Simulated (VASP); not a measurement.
# Al3SiPd2 (Cmmm) in VASP: relaxation of cell and atoms with PBE

Aim: the relaxation of cell and atoms of Al3SiPd2 with PBE.

All numbers are computed with VASP 6.6.1; they aren't measurements. Logs are shortened: lines on timing, memory, paths and dates and some standing lists are left out, and cuts for length are marked.

**1. The cell of the first run**

Symmetry: Cmmm, No. 65, orthorhombic system. Conventional cell: a = 5.441 Å, b = 8.635 Å, c = 4.337 Å, α = 90.00°, β = 90.00°, γ = 90.00°. Within 3.5 Å of Al (site symmetry m2m) lie 4 Pd at 2.62 Å and 3 Si at 2.70 to 3.17 Å and 5 Al at 2.71 to 3.24 Å. Within 3.5 Å of Al (site symmetry mmm) lie 4 Pd at 2.55 Å and 4 Al at 2.71 Å and 4 Si at 3.48 Å. Si (site symmetry mmm) has 10 Al at 2.70 to 3.48 Å and 8 Pd at 3.35 Å within 3.6 Å. Pd (site symmetry 2/m) has 6 Al at 2.55 to 2.62 Å and 2 Pd at 2.72 Å and 4 Si at 3.35 Å within 3.4 Å.

The cell was built from a structure type or drawn by symmetry, and may not be a known phase.

**2. Relaxation of cell and atoms, PBE**

The input, INCAR:

```
SYSTEM = Al3SiPd2
PREC = Accurate
ENCUT = 600
EDIFF = 1E-6
ISMEAR = 0
SIGMA = 0.1
LREAL = .False.
LASPH = .True.
NELM = 60
ALGO = Fast
ISIF = 3
LWAVE = .False.
LCHARG = .False.
GGA = PE
IBRION = 2
NSW = 100
EDIFFG = -0.01
```

The input, KPOINTS:

```
regular mesh
0
Gamma
  8 8 10
  0 0 0
```

The input, POSCAR:

```
Al3SiPd2
1.0
    2.7207173460     -4.3177013761      0.0000000000
    2.7207173460      4.3177013761      0.0000000000
    0.0000000000      0.0000000000      4.3371723393
Al Si Pd
3 1 2
Direct
    0.6877577054      0.3122422946      0.0000000000
    0.3122422946      0.6877577054      0.0000000000
    0.5000000000      0.5000000000      0.5000000000
    0.0000000000      0.0000000000      0.0000000000
    0.5000000000      0.0000000000      0.5000000000
    0.0000000000      0.5000000000      0.5000000000
```

Potentials or basis: VASP PAW PBE potentials, release 64 (Al, Si, Pd).

Run with:

```bash
$ cat potpaw_PBE.64/Al/POTCAR potpaw_PBE.64/Si/POTCAR potpaw_PBE.64/Pd/POTCAR > POTCAR
$ mpirun -np 1 vasp_std > vasp.out
```

OUTCAR:

```text
SYSTEM = Al3SiPd2
   PREC = Accurate
   ENCUT = 600
   EDIFF = 1E-6
   ISMEAR = 0
   LREAL = .False.
   LASPH = .True.
   NELM = 60
   ISIF = 3
   GGA = PE
   IBRION = 2
   NSW = 100
   EDIFFG = -0.01

 ion  position               nearest neighbor table
   1  0.688  0.312  0.000-   5 2.62   6 2.62   5 2.62   6 2.62   4 2.70   3 2.71   3 2.71   2 2.93
                             2 2.93   4 3.17   4 3.17   2 3.24
   2  0.312  0.688  0.000-   5 2.62   6 2.62   5 2.62   6 2.62   4 2.70   3 2.71   3 2.71   1 2.93
                             1 2.93   4 3.17   4 3.17   1 3.24
   3  0.500  0.500  0.500-   5 2.55   6 2.55   5 2.55   6 2.55   1 2.71   2 2.71   1 2.71   2 2.71

   4  0.000  0.000  0.000-   1 2.70   2 2.70   1 3.17   2 3.17   1 3.17   2 3.17
   5  0.500  0.000  0.500-   3 2.55   3 2.55   1 2.62   1 2.62   2 2.62   2 2.62   6 2.72   6 2.72

   6  0.000  0.500  0.500-   3 2.55   3 2.55   1 2.62   1 2.62   2 2.62   2 2.62   5 2.72   5 2.72

  LATTYP: Found a base centered orthorhombic cell.
 ALAT       =     5.4414346920
 B/A-ratio  =     1.5869716795
 C/A-ratio  =     0.7970641172

  Lattice vectors:

 A1 = (   2.7207173460,  -4.3177013761,   0.0000000000)
 A2 = (   2.7207173460,   4.3177013761,   0.0000000000)
 A3 = (   0.0000000000,   0.0000000000,   4.3371723393)

Analysis of symmetry for initial positions (statically):
=====================================================================
 Subroutine PRICEL returns:
 Original cell was already a primitive cell.

 Routine SETGRP: Setting up the symmetry group for a
 base centered orthorhombic supercell.

 Subroutine GETGRP returns: Found  8 space group operations
 (whereof  8 operations were pure point group operations)
 out of a pool of  8 trial point group operations.

The static configuration has the point symmetry D_2h.

Analysis of symmetry for dynamics (positions and initial velocities):
=====================================================================
 Subroutine PRICEL returns:
 Original cell was already a primitive cell.

 Routine SETGRP: Setting up the symmetry group for a
 base centered orthorhombic supercell.

 Subroutine GETGRP returns: Found  8 space group operations
 (whereof  8 operations were pure point group operations)
 out of a pool of  8 trial point group operations.

The dynamic configuration has the point symmetry D_2h.

 Subroutine INISYM returns: Found  8 space group operations
 (whereof  8 operations are pure point group operations),
 and found     1 'primitive' translations

----------------------------------------------------------------------------------------

                                     Primitive cell

  volume of cell :     101.8997

  direct lattice vectors                    reciprocal lattice vectors
     2.720717346 -4.317701376  0.000000000     0.183775062 -0.115802358  0.000000000
     2.720717346  4.317701376  0.000000000     0.183775062  0.115802358  0.000000000
     0.000000000  0.000000000  4.337172339     0.000000000  0.000000000  0.230564968

  length of vectors
     5.103415332  5.103415332  4.337172339     0.217217540  0.217217540  0.230564968

  position of ions in fractional coordinates (direct lattice)
     0.687757705  0.312242295  0.000000000
     0.312242295  0.687757705  0.000000000
     0.500000000  0.500000000  0.500000000
     0.000000000  0.000000000  0.000000000
     0.500000000  0.000000000  0.500000000
     0.000000000  0.500000000  0.500000000

  ion indices of the primitive-cell ions
   primitive index   ion index
                 1           1
                 2           2
                 3           3
                 4           4
                 5           5
                 6           6

----------------------------------------------------------------------------------------

 KPOINTS: regular mesh

Automatic generation of k-mesh.
 Grid dimensions read from file:
 generate k-points for:    8    8   10

 Generating k-lattice:

  Cartesian coordinates                     Fractional coordinates (reciprocal lattice)
     0.022971883 -0.014475295  0.000000000     0.125000000  0.000000000  0.000000000
     0.022971883  0.014475295  0.000000000     0.000000000  0.125000000  0.000000000
     0.000000000  0.000000000  0.023056497     0.000000000  0.000000000  0.100000000

  Length of vectors
     0.027152192  0.027152192  0.023056497

  Shift w.r.t. Gamma in fractional coordinates (k-lattice)
     0.000000000  0.000000000  0.000000000

 Subroutine IBZKPT returns following result:
 ===========================================

 Found    126 irreducible k-points:

 Following reciprocal coordinates:
            Coordinates               Weight
  0.000000  0.000000  0.000000      1.000000
  0.125000 -0.000000  0.000000      4.000000
  0.250000 -0.000000  0.000000      4.000000
  0.375000 -0.000000  0.000000      4.000000
  0.500000 -0.000000  0.000000      2.000000
  0.125000  0.125000  0.000000      2.000000
[... 16 lines left out ...]
  0.125000 -0.000000  0.100000      8.000000
  0.250000 -0.000000  0.100000      8.000000
 [... further k-points ...]
   k-points           NKPTS =    126   k-points in BZ     NKDIM =    126   number of bands    NBANDS=     20
   number of dos      NEDOS =    301   number of ions     NIONS =      6
   total plane-waves  NPLWV =  63504
   dimension x,y,z NGX =    42 NGY =   42 NGZ =   36
   dimension x,y,z NGXF=    84 NGYF=   84 NGZF=   72
   ions per type =               3   1   2
   NGX,Y,Z   is equivalent  to a cutoff of  13.68, 13.68, 13.80 a.u.
   NGXF,Y,Z  is equivalent  to a cutoff of  27.36, 27.36, 27.60 a.u.
 SYSTEM =  Al3SiPd2
   PREC   = accura    normal or accurate (medium, high low for compatibility)
   ISTART =      0    job   : 0-new  1-cont  2-samecut
   ICHARG =      2    charge: 1-file 2-atom 10-const
   ISPIN  =      1    spin polarized calculation?
   LNONCOLLINEAR =      F non collinear calculations
   LSORBIT =      F    spin-orbit coupling
   LASPH  =      T    aspherical Exc in radial PAW
   ENCUT  =  600.0 eV  44.10 Ry    6.64 a.u.  10.19 10.19  8.66*2*pi/ulx,y,z
   NELM   =     60;   NELMIN=  2; NELMDL= -5     # of ELM steps
   EDIFF  = 0.1E-05   stopping-criterion for ELM
   LREAL  =      F    real-space projection
   EDIFFG = -.1E-01   stopping-criterion for IOM
   NSW    =    100    number of steps for IOM
   IBRION =      2    ionic relax: 0-MD 1-quasi-New 2-CG
   NFREE  =      1    steps in history (QN), initial steepest desc. (CG)
   ISIF   =      3    stress and relaxation
   ISYM   =      2    0-nonsym 1-usesym 2-fastsym
   POTIM  = 0.5000    time-step for ionic-motion
   TEBEG  =    0.0;   TEEND  =   0.0 temperature during run
   PSTRESS=    0.0 pullay stress
   NELECT =      33.0000    total number of electrons
   NUPDOWN=      -1.0000    fix difference up-down
   EMIN   =  10.00;   EMAX   =-10.00  energy-range for DOS
   EFERMI =   0.00;   METHOD = LEGACY
   ISMEAR =     0;   SIGMA  =   0.10  broadening in eV -4-tet -1-fermi 0-gaus
   EFERMI_NEDOS =   21; number of points for ismear=-14 and -15
   IALGO  =     68    algorithm
   IMIX   =      4    mixing-type and parameters
     AMIX     =   0.40;   BMIX     =  1.00
     AMIX_MAG =   1.60;   BMIX_MAG =  1.00
  volume/ion in A,a.u.               =      16.98       114.61
  Fermi-wavevector in a.u.,A,eV,Ry     =   1.124230  2.124487 17.196315  1.263894
  Thomas-Fermi vector in A             =   2.260901
   LORBIT       =      0    0 simple, 1 ext, 2 COOP (PROOUT), +10 PAW based schemes
   GGA     = PE    functional components
   LHFCALC =     F    Hartree Fock is set to
   AEXX    =    0.0000 exact exchange contribution
   IVDW    =     0    specifies the selected vdW correction
   LEPSILON=     F    determine dielectric tensor
   LRPA    =     F    only Hartree local field effects (RPA)
 conjugate gradient relaxation of ions
 non-spin polarized calculation
 RMM-DIIS sequential band-by-band and
 Gauss-broadening in eV      SIGMA  =   0.10
  energy-cutoff  :      600.00
  volume of cell :      101.90
 maximum number of plane-waves:      3424
 NGX is ok and might be reduce to    42
   NGX = 21   NGY = 21   NGZ = 17

--------------------------------------- Ionic step        1  -------------------------------------------

 number of electron      32.9999997 magnetization

 Free energy of the ion-electron system (eV)
  ---------------------------------------------------
  ext. energy  EPLUGINS =         0.00000000
  ---------------------------------------------------
  free energy    TOTEN  =       -28.36319720 eV

  energy without entropy =      -28.35114632  energy(sigma->0) =      -28.35717176

------------------------ aborting loop because EDIFF is reached ----------------------------------------

  FORCE on cell =-STRESS in cart. coord.  units (eV):
  Direction    XX          YY          ZZ          XY          YZ          ZX
  --------------------------------------------------------------------------------------
  -------------------------------------------------------------------------------------
  Total       -0.2864930      0.8380688     -0.2708081      0.0000000      0.0000000      0.0000000
  in kB       -4.5045543     13.1770307     -4.2579397      0.0000000      0.0000000      0.0000000
  external PRESSURE =       1.4715122 kB  Pullay stress =       0.0000000 kB
[... 101 lines left out ...]
  FREE ENERGIE OF THE ION-ELECTRON SYSTEM (eV)
  ---------------------------------------------------
  free  energy   TOTEN  =       -28.3700014734 eV

  energy  without entropy=      -28.3592362264  energy(sigma->0) =      -28.36461885

[... ionic steps 4 to 9 ...]

--------------------------------------- Ionic step       10  -------------------------------------------

 number of electron      32.9999997 magnetization

------------------------ aborting loop because EDIFF is reached ----------------------------------------

  FORCE on cell =-STRESS in cart. coord.  units (eV):
  Direction    XX          YY          ZZ          XY          YZ          ZX
  --------------------------------------------------------------------------------------
  -------------------------------------------------------------------------------------
  Total        0.0235848     -0.0074101     -0.0295221      0.0000000      0.0000000      0.0000000
  in kB        0.3700792     -0.1162743     -0.4632436      0.0000000      0.0000000      0.0000000
  external PRESSURE =      -0.0698129 kB  Pullay stress =       0.0000000 kB
[... 65 lines left out ...]
  energy  without entropy=      -28.3595502599  energy(sigma->0) =      -28.36497536

--------------------------------------- Ionic step       12  -------------------------------------------

 number of electron      32.9999997 magnetization

 Free energy of the ion-electron system (eV)
  ---------------------------------------------------
  ext. energy  EPLUGINS =         0.00000000
  ---------------------------------------------------
  free energy    TOTEN  =       -28.37040376 eV

  energy without entropy =      -28.35956468  energy(sigma->0) =      -28.36498422

 E-fermi :   7.9671     XC(G=0): -10.8034

 val. band max:        7.9617123472   @ k =   0.3750   0.2500   0.2000
 cond. band min:       7.9715060499   @ k =   0.5000   0.1250   0.0000
 fundamental gap:      0.0097937027
 Fermi energy:         7.9670754537

 k-point     1 :       0.0000    0.0000    0.0000
  band No.  band energies     occupation
      1      -2.5047      2.00000
      2       1.3005      2.00000
      3       2.7330      2.00000
      4       2.7899      2.00000
      5       3.1533      2.00000
      6       3.2979      2.00000
[... 12 lines left out ...]
     19       9.7927      0.00000
[... 513 lines left out ...]
      4       2.6268      2.00000
      5       3.0409      2.00000
      6       3.3392      2.00000
[... 12 lines left out ...]
     19       9.8771      0.00000
     20      10.4024      0.00000

 [... further k-points ...]

------------------------ aborting loop because EDIFF is reached ----------------------------------------

  FORCE on cell =-STRESS in cart. coord.  units (eV):
  Direction    XX          YY          ZZ          XY          YZ          ZX
  --------------------------------------------------------------------------------------
  -------------------------------------------------------------------------------------
  Total        0.0525913      0.0413444      0.0176308      0.0000000      0.0000000      0.0000000
  in kB        0.8256442      0.6490756      0.2767908      0.0000000      0.0000000      0.0000000
  external PRESSURE =       0.5838369 kB  Pullay stress =       0.0000000 kB
[... 21 lines left out ...]
  FREE ENERGIE OF THE ION-ELECTRON SYSTEM (eV)
  ---------------------------------------------------
  free  energy   TOTEN  =       -28.3704037587 eV

  energy  without entropy=      -28.3595646775  energy(sigma->0) =      -28.36498422

 reached required accuracy - stopping structural energy minimisation
```

It took 17 min on 1 thread of AMD EPYC 9R45 (Zen 5), shared host; peak memory 0.46 GiB.

Results:

```
Free energy                           : -28.3704 eV
Relaxed volume                        : 17.01 Å³/atom
Relaxed cell                          : a = 5.139 Å, b = 5.139 Å, c = 4.321 Å, α = 90.00°, β = 90.00°, γ = 116.57°
Space group after relaxing (to 0.1 Å) : Cmmm (No. 65)
Energy gained by relaxing             : 1.2 meV/atom
Ionic steps                           : 12
Pressure after relaxing               : 0.1 GPa
Largest force after relaxing          : 0.004 eV/Å
Band gap on the k mesh                : zero (an odd number of electrons rules out a gap without spin polarisation)
```

Forces on the atoms (eV/Å):
```
Al   0.000  0.004  0.000
Al   0.000 -0.004  0.000
Al   0.000  0.000  0.000
Si   0.000  0.000  0.000
Pd   0.000  0.000  0.000
Pd   0.000  0.000  0.000
```

Step by step:
```tsv
step	energy change (eV)	largest force (eV/Å)	pressure (GPa)	volume (Å³)
1	0.0000	0.0306	0.15	101.90
2	-0.0052	0.0227	-0.05	102.13
3	-0.0068	0.0147	-0.21	102.37
4	-0.0068	0.0158	-0.19	102.34
5	-0.0070	0.0215	0.17	102.00
6	-0.0071	0.0199	0.06	102.10
7	-0.0071	0.0197	0.05	102.11
8	-0.0071	0.0169	0.00	102.13
9	-0.0071	0.0147	-0.02	102.14
10	-0.0072	0.0103	-0.01	102.11
11	-0.0072	0.0019	0.08	102.04
12	-0.0072	0.0044	0.06	102.05
```

Final structure:
```yaml
crystal:
  lattice:
    - [2.70141, -4.37165, 0.00000]
    - [2.70141, 4.37165, 0.00000]
    - [0.00000, 0.00000, 4.32083]
  atoms:
    - { symbol: Al, position: [0.68666, 0.31334, 0.00000] }
    - { symbol: Al, position: [0.31334, 0.68666, 0.00000] }
    - { symbol: Al, position: [0.50000, 0.50000, 0.50000] }
    - { symbol: Si, position: [0.00000, 0.00000, 0.00000] }
    - { symbol: Pd, position: [0.50000, 0.00000, 0.50000] }
    - { symbol: Pd, position: [0.00000, 0.50000, 0.50000] }
```
